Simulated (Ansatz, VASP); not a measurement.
## Two plane-wave programs on HfB2

```
Hf B
1.0
     3.17689    0.00000    0.00000
    -1.58844    2.75127    0.00000
     0.00000    0.00000    3.52788
Hf B
1 2
Direct
  0.00000 0.00000 0.00000
  0.33333 0.66667 0.50000
  0.66667 0.33333 0.50000
```

Alike in both runs: functional r2SCAN; k mesh 12 × 12 × 10; occupations fermi-dirac, width 0.1 eV; no spin polarisation.

Ansatz relaxed the structure, and its values are those at the end. VASP's run is a single point on that final structure, the one shown.

|  | VASP | Ansatz |
| --- | --- | --- |
| version | VASP 6.6.1 | Ansatz 0.2.0 |
| potentials or method | VASP PAW PBE potentials, release 64 (Hf_pv, B), cutoff 520 eV | PAW plane waves |
| valence electrons in the cell | 16 | 32 |

Ansatz gave:

```
pressure (GPa) : -9.4
```

Problem. What did VASP give for the same quantities?

Solution. Pressure (GPa): -10.1.

VASP's potentials were made for PBE, not for r2SCAN. With one functional, cell and mesh, what is left measures potentials, basis and numerics. VASP's potentials hold 16 valence electrons a cell and Ansatz's 32, so a difference there can come from the potentials and not from the codes. Ansatz's warnings: stress scf threshold loose.

Spin-orbit coupling is off throughout.
